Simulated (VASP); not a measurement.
# Co (P6_3/mmc) in VASP: single point with PBE

Aim: the single point of Co with PBE.

All numbers are computed with VASP 6.6.1; they aren't measurements. Logs are shortened: lines on timing, memory, paths and dates and some standing lists are left out, and cuts for length are marked.

### Step 1. The cell of the first run

It takes space group P6_3/mmc (No. 194, hexagonal). The conventional cell has a = 2.217 Å, b = 2.217 Å, c = 3.584 Å, α = 90.00°, β = 90.00°, γ = 120.00°. Co (site symmetry -6m2) has 12 Co at 2.20 to 2.22 Å within 2.9 Å.

### Step 2. Single point, PBE, collinear spin, ferromagnetic start

Contents of INCAR:

```
ALGO = Normal
EDIFF = 1E-6
ENCUT = 520
GGA = PE
ISIF = 2
ISMEAR = -1
ISPIN = 2
LASPH = True
LCHARG = True
LELF = True
LMAXMIX = 4
LORBIT = 11
LREAL = False
LVHAR = True
LWAVE = False
MAGMOM = 1.7 1.7
NBANDS = 20
NELM = 150
PREC = Accurate
SIGMA = 0.1
```

Contents of KPOINTS:

```
k-points
0
Gamma
  20 20 11
```

Contents of POSCAR:

```
Co
1.0
    2.2170719051      0.0000000000      0.0000000000
   -1.1085359525      1.9200405918      0.0000000000
    0.0000000000      0.0000000000      3.5836856846
Co
2
Direct
    0.3333333333      0.6666666667      0.2500000000
    0.6666666667      0.3333333333      0.7500000000
```

Potentials or basis: VASP PAW PBE potentials, release 64 (Co).

The run is started by

```
$ cat potpaw_PBE.64/Co/POTCAR > POTCAR
$ mpirun -np 1 vasp_std > vasp.out
```

OUTCAR:

```text
EDIFF = 1E-6
   ENCUT = 520
   GGA = PE
   ISIF = 2
   ISMEAR = -1
   ISPIN = 2
   LASPH = True
   LORBIT = 11
   LREAL = False
   NELM = 150
   PREC = Accurate

 ion  position               nearest neighbor table
   1  0.333  0.667  0.250-   2 2.20   2 2.20   2 2.20   2 2.20   2 2.20   2 2.20
   2  0.667  0.333  0.750-   1 2.20   1 2.20   1 2.20   1 2.20   1 2.20   1 2.20

  LATTYP: Found a hexagonal cell.
 ALAT       =     2.2170719051
 C/A-ratio  =     1.6164048069

  Lattice vectors:

 A1 = (   2.2170719051,   0.0000000000,   0.0000000000)
 A2 = (  -1.1085359525,   1.9200405918,   0.0000000000)
 A3 = (   0.0000000000,   0.0000000000,   3.5836856846)

Analysis of symmetry for initial positions (statically):
=====================================================================
 Subroutine PRICEL returns:
 Original cell was already a primitive cell.

 Routine SETGRP: Setting up the symmetry group for a
 hexagonal supercell.

 Subroutine GETGRP returns: Found 24 space group operations
 (whereof 12 operations were pure point group operations)
 out of a pool of 24 trial point group operations.

The static configuration has the point symmetry D_3d.
 The point group associated with its full space group is D_6h.

Analysis of symmetry for dynamics (positions and initial velocities):
=====================================================================
 Subroutine PRICEL returns:
 Original cell was already a primitive cell.

 Routine SETGRP: Setting up the symmetry group for a
 hexagonal supercell.

 Subroutine GETGRP returns: Found 24 space group operations
 (whereof 12 operations were pure point group operations)
 out of a pool of 24 trial point group operations.

The dynamic configuration has the point symmetry D_3d.
 The point group associated with its full space group is D_6h.

Analysis of structural, dynamic, and magnetic symmetry:
=====================================================================
 Subroutine PRICEL returns:
 Original cell was already a primitive cell.

 Routine SETGRP: Setting up the symmetry group for a
 hexagonal supercell.

 Subroutine GETGRP returns: Found 24 space group operations
 (whereof 12 operations were pure point group operations)
 out of a pool of 24 trial point group operations.

The overall configuration has the point symmetry D_3d.
 The point group associated with its full space group is D_6h.

 Subroutine INISYM returns: Found 24 space group operations
 (whereof 12 operations are pure point group operations),
 and found     1 'primitive' translations

----------------------------------------------------------------------------------------

                                     Primitive cell

  volume of cell :      15.2553

  direct lattice vectors                    reciprocal lattice vectors
     2.217071905  0.000000000  0.000000000     0.451045362  0.260411161  0.000000000
    -1.108535953  1.920040592  0.000000000     0.000000000  0.520822322  0.000000000
     0.000000000  0.000000000  3.583685685     0.000000000  0.000000000  0.279042329

  length of vectors
     2.217071905  2.217071905  3.583685685     0.520822322  0.520822322  0.279042329

  position of ions in fractional coordinates (direct lattice)
     0.333333333  0.666666667  0.250000000
     0.666666667  0.333333333  0.750000000

  ion indices of the primitive-cell ions
   primitive index   ion index
                 1           1
                 2           2

----------------------------------------------------------------------------------------

 KPOINTS: k-points

Automatic generation of k-mesh.
 Grid dimensions read from file:
 generate k-points for:   20   20   11

 Generating k-lattice:

  Cartesian coordinates                     Fractional coordinates (reciprocal lattice)
     0.022552268  0.013020558  0.000000000     0.050000000  0.000000000  0.000000000
     0.000000000  0.026041116  0.000000000     0.000000000  0.050000000  0.000000000
     0.000000000  0.000000000  0.025367484     0.000000000  0.000000000  0.090909091

  Length of vectors
     0.026041116  0.026041116  0.025367484

  Shift w.r.t. Gamma in fractional coordinates (k-lattice)
     0.000000000  0.000000000  0.000000000

 Subroutine IBZKPT returns following result:
 ===========================================

 Found    264 irreducible k-points:

 Following reciprocal coordinates:
            Coordinates               Weight
  0.000000  0.000000  0.000000      1.000000
  0.050000 -0.000000  0.000000      6.000000
  0.100000 -0.000000  0.000000      6.000000
  0.150000 -0.000000  0.000000      6.000000
  0.200000 -0.000000  0.000000      6.000000
  0.250000 -0.000000  0.000000      6.000000
[... 16 lines left out ...]
  0.200000  0.100000  0.000000     12.000000
  0.250000  0.100000  0.000000     12.000000
 [... further k-points ...]
   k-points           NKPTS =    264   k-points in BZ     NKDIM =    264   number of bands    NBANDS=     20
   number of dos      NEDOS =    301   number of ions     NIONS =      2
   total plane-waves  NPLWV =   7168
   dimension x,y,z NGX =    16 NGY =   16 NGZ =   28
   dimension x,y,z NGXF=    32 NGYF=   32 NGZF=   56
   ions per type =               2
   NGX,Y,Z   is equivalent  to a cutoff of  12.00, 12.00, 12.99 a.u.
   NGXF,Y,Z  is equivalent  to a cutoff of  24.00, 24.00, 25.98 a.u.
 SYSTEM =  unknown system
   PREC   = accura    normal or accurate (medium, high low for compatibility)
   ISTART =      0    job   : 0-new  1-cont  2-samecut
   ICHARG =      2    charge: 1-file 2-atom 10-const
   ISPIN  =      2    spin polarized calculation?
   LNONCOLLINEAR =      F non collinear calculations
   LSORBIT =      F    spin-orbit coupling
   LASPH  =      T    aspherical Exc in radial PAW
   ENCUT  =  520.0 eV  38.22 Ry    6.18 a.u.   4.12  4.12  6.66*2*pi/ulx,y,z
   NELM   =    150;   NELMIN=  2; NELMDL= -5     # of ELM steps
   EDIFF  = 0.1E-05   stopping-criterion for ELM
   LREAL  =      F    real-space projection
   EDIFFG = 0.1E-04   stopping-criterion for IOM
   NSW    =      0    number of steps for IOM
   IBRION =     -1    ionic relax: 0-MD 1-quasi-New 2-CG
   NFREE  =      0    steps in history (QN), initial steepest desc. (CG)
   ISIF   =      2    stress and relaxation
   ISYM   =      2    0-nonsym 1-usesym 2-fastsym
   POTIM  = 0.5000    time-step for ionic-motion
   TEBEG  =    0.0;   TEEND  =   0.0 temperature during run
   PSTRESS=    0.0 pullay stress
   NELECT =      18.0000    total number of electrons
   NUPDOWN=      -1.0000    fix difference up-down
   EMIN   =  10.00;   EMAX   =-10.00  energy-range for DOS
   EFERMI =   0.00;   METHOD = LEGACY
   ISMEAR =    -1;   SIGMA  =   0.10  broadening in eV -4-tet -1-fermi 0-gaus
   EFERMI_NEDOS =   21; number of points for ismear=-14 and -15
   IALGO  =     38    algorithm
   IMIX   =      4    mixing-type and parameters
     AMIX     =   0.40;   BMIX     =  1.00
     AMIX_MAG =   1.60;   BMIX_MAG =  1.00
  volume/ion in A,a.u.               =       7.63        51.47
  Fermi-wavevector in a.u.,A,eV,Ry     =   1.729918  3.269072 40.717038  2.992618
  Thomas-Fermi vector in A             =   2.804573
   LORBIT       =     11    0 simple, 1 ext, 2 COOP (PROOUT), +10 PAW based schemes
   GGA     = PE    functional components
   LHFCALC =     F    Hartree Fock is set to
   AEXX    =    0.0000 exact exchange contribution
   IVDW    =     0    specifies the selected vdW correction
   LEPSILON=     F    determine dielectric tensor
   LRPA    =     F    only Hartree local field effects (RPA)
 spin polarized calculation
  energy-cutoff  :      520.00
  volume of cell :       15.26
 maximum number of plane-waves:       428
   NGX =  9   NGY =  9   NGZ = 13

 number of electron      18.0000007 magnetization       1.0907930

 Free energy of the ion-electron system (eV)
  ---------------------------------------------------
  ext. energy  EPLUGINS =         0.00000000
  ---------------------------------------------------
  free energy    TOTEN  =       -11.78593595 eV

  energy without entropy =      -11.67349230  energy(sigma->0) =      -11.72971412

 E-fermi :  16.5297     XC(G=0): -15.6335

 val. band max:       16.5287312268   @ k =   0.4000  -0.0000   0.4545
 cond. band min:      16.5309105436   @ k =   0.3500  -0.0000   0.1818
 fundamental gap:      0.0021793168
 Fermi energy:        16.5297149046

 spin component 1

 k-point     1 :       0.0000    0.0000    0.0000
  band No.  band energies     occupation
      1       5.2040      1.00000
      2       9.2597      1.00000
      3      13.2725      1.00000
      4      13.3088      1.00000
      5      13.3088      1.00000
      6      13.8878      1.00000
[... 12 lines left out ...]
     19      49.1366      0.00000
     20      49.1366      0.00000
[... 507 lines left out ...]
 k-point    24 :       0.2500    0.1000    0.0000
  band No.  band energies     occupation
      1       8.8635      1.00000
      2      10.5180      1.00000
      3      10.9972      1.00000
      4      11.8220      1.00000
      5      13.1445      1.00000
      6      13.4493      1.00000
[... 12 lines left out ...]
     19      47.3830      0.00000
     20      49.2778      0.00000

 [... further k-points ...]

 spin component 2

 k-point     1 :       0.0000    0.0000    0.0000
  band No.  band energies     occupation
      1       5.2292      1.00000
      2       9.5875      1.00000
      3      13.8273      1.00000
      4      13.8474      1.00000
      5      13.8474      1.00000
      6      14.4488      1.00000
[... 12 lines left out ...]
     19      49.2717      0.00000
     20      49.2717      0.00000
[... 507 lines left out ...]
 k-point    24 :       0.2500    0.1000    0.0000
  band No.  band energies     occupation
      1       8.9501      1.00000
      2      10.9225      1.00000
      3      11.3969      1.00000
      4      12.2257      1.00000
      5      13.7025      1.00000
      6      13.9584      1.00000
[... 12 lines left out ...]
     19      47.5076      0.00000
     20      49.5078      0.00000

 [... further k-points ...]

------------------------ aborting loop because EDIFF is reached ----------------------------------------

  FORCE on cell =-STRESS in cart. coord.  units (eV):
  Direction    XX          YY          ZZ          XY          YZ          ZX
  --------------------------------------------------------------------------------------
  -------------------------------------------------------------------------------------
  Total       14.9449760     14.9449760     14.9205649      0.0000000     -0.0000000      0.0000000
  in kB     1569.5881211   1569.5881211   1567.0243602      0.0000000     -0.0000000      0.0000000
  external PRESSURE =    1568.7335342 kB  Pullay stress =       0.0000000 kB

 VOLUME and BASIS-vectors are now :
 -----------------------------------------------------------------------------
  energy-cutoff  :      520.00
  volume of cell :       15.26
      direct lattice vectors                 reciprocal lattice vectors
     2.217071905  0.000000000  0.000000000     0.451045362  0.260411161  0.000000000
    -1.108535953  1.920040592  0.000000000     0.000000000  0.520822322  0.000000000
     0.000000000  0.000000000  3.583685685     0.000000000  0.000000000  0.279042329

 POSITION                                       TOTAL-FORCE (eV/Angst)
 -----------------------------------------------------------------------------------
     -0.00000      1.28003      0.89592        -0.000000      0.000000      0.000000
      1.10854      0.64001      2.68776         0.000000     -0.000000      0.000000
 -----------------------------------------------------------------------------------
    total drift:                                0.000000     -0.000000     -0.000000

  FREE ENERGIE OF THE ION-ELECTRON SYSTEM (eV)
  ---------------------------------------------------
  free  energy   TOTEN  =       -11.7859359467 eV

  energy  without entropy=      -11.6734922988  energy(sigma->0) =      -11.72971412

 total charge

# of ion       s       p       d       tot
------------------------------------------
    1        0.675   0.921   7.637   9.233
    2        0.675   0.921   7.637   9.233
--------------------------------------------------
tot          1.351   1.842  15.273  18.466

 magnetization (x)

# of ion       s       p       d       tot
------------------------------------------
    1       -0.006  -0.023   0.556   0.527
    2       -0.006  -0.023   0.556   0.527
--------------------------------------------------
tot         -0.013  -0.046   1.112   1.054
```

Wall time 93 s (1 thread of Intel Xeon Platinum 8375C at 2.90GHz (Ice Lake), shared host); peak memory 0.22 GiB.

What came out:

| Item | Value |
| --- | --- |
| Free energy | -11.7859 eV |
| Pressure | 156.9 GPa |
| Net moment | 1.09 μB per cell |
| Site moments | Co +0.53 μB |

Stress tensor (GPa, compression positive):
```
156.96   0.00   0.00
  0.00 156.96   0.00
  0.00   0.00 156.70
```
